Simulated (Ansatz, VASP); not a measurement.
AlIn2N3 in VASP and in Ansatz

The input INCAR:

```
SYSTEM = AlIn2N3
ALGO     = Normal         ! electronic algorithm
EDIFF    = 1E-6           ! SCF threshold, eV
ENCUT    = 600            ! plane-wave cutoff, eV
GGA      = PS             ! functional
GGA_COMPAT= .FALSE.      
ISIF     = 2              ! what is computed and relaxed
ISMEAR   = 0              ! smearing method
LASPH    = .TRUE.         ! aspherical terms in the spheres
LCHARG   = .TRUE.         ! write CHGCAR
LELF     = .TRUE.         ! ELF
LREAL    = .FALSE.        ! projectors in reciprocal space
LVHAR    = .TRUE.       
LWAVE    = .FALSE.        ! write WAVECAR
NBANDS   = 56             ! bands
NELM     = 120            ! most SCF steps
PREC     = Accurate       ! precision mode
SIGMA    = 0.02           ! smearing width, eV
```

Contents of KPOINTS:

```
k-points
0
G
  6 6 6
  0 0 0
```

Contents of POSCAR:

```
AlIn2N3
1.0
    5.1699066617     -2.9752769100      0.0000000000
    5.1699066617      2.9752769100      0.0000000000
    0.0000000000      0.0000000000      5.3852065845
Al In N
2 4 6
Direct
    0.3408068490      0.6591931510      0.9885540456
    0.6591931510      0.3408068490      0.4885540456
    0.9890254826      0.3352081013      0.9835463453
    0.6647918987      0.0109745174      0.9835463453
    0.0109745174      0.6647918987      0.4835463453
    0.3352081013      0.9890254826      0.4835463453
    0.9700577036      0.3330291975      0.3872853743
    0.6669708025      0.0299422964      0.3872853743
    0.0299422964      0.6669708025      0.8872853743
    0.3330291975      0.9700577036      0.8872853743
    0.3669558008      0.6330441992      0.3417825153
    0.6330441992      0.3669558008      0.8417825153
```

Input for Ansatz:

```yaml
crystal:
  lattice:
    - [5.1699066617, -2.97527691, 0.0]
    - [5.1699066617, 2.97527691, 0.0]
    - [0.0, 0.0, 5.3852065845]
  atoms:
    - { symbol: Al, position: [0.340806849, 0.659193151, 0.9885540456] }
    - { symbol: Al, position: [0.659193151, 0.340806849, 0.4885540456] }
    - { symbol: In, position: [0.9890254826, 0.3352081013, 0.9835463453] }
    - { symbol: In, position: [0.6647918987, 0.0109745174, 0.9835463453] }
    - { symbol: In, position: [0.0109745174, 0.6647918987, 0.4835463453] }
    - { symbol: In, position: [0.3352081013, 0.9890254826, 0.4835463453] }
    - { symbol: "N", position: [0.9700577036, 0.3330291975, 0.3872853743] }
    - { symbol: "N", position: [0.6669708025, 0.0299422964, 0.3872853743] }
    - { symbol: "N", position: [0.0299422964, 0.6669708025, 0.8872853743] }
    - { symbol: "N", position: [0.3330291975, 0.9700577036, 0.8872853743] }
    - { symbol: "N", position: [0.3669558008, 0.6330441992, 0.3417825153] }
    - { symbol: "N", position: [0.6330441992, 0.3669558008, 0.8417825153] }
basis:
  ecutwfc: 420
kpoints:
  mp_grid: { grid: [6, 6, 6] }
  band_path: { path: [VBM, CBM], npoints: 2 }
hamiltonian:
  xc: pbesol
scf:
  occupations: { method: gaussian, width: 0.02 }
output:
  forces: true
  stress: true
  eigenvalues: true
checkpoint:
  read: start.run
  write: ck
  compress: false
  write_wavefunctions: false
  write_every: 100000
```

Alike in both runs: task single point; functional PBEsol; k mesh 6 × 6 × 6; occupations gaussian, width 0.02 eV; no spin polarisation.

```csv
,VASP,Ansatz
version,VASP 6.6.1,Ansatz 0.2.0
potentials or method,"VASP PAW PBE potentials, release 64 (Al, In_d, N), cutoff 600 eV","scalar-relativistic, plane waves, PAW"
valence electrons in the cell,88,88
```

|  | VASP | Ansatz | Ansatz less VASP |
| --- | --- | --- | --- |
| gap on the k mesh at the Fermi level (eV) | 0.89 | 0.89 | 0.000 |
| least direct gap on the mesh (eV) | 0.89 | 0.89 | 0.000 |
| pressure (GPa) | -2.9 | -2.9 | -0.04 |
| traceless stress, the component that is largest in VASP (GPa) | 2.98 | 2.95 | -0.033 |
| rms of the force components (eV/Å) | 0.011 | 0.000 | -0.0104 |

VASP's potentials were made for PBE, not for PBEsol. Atom by atom the forces differ by 0.010 eV/Å (rms over components).
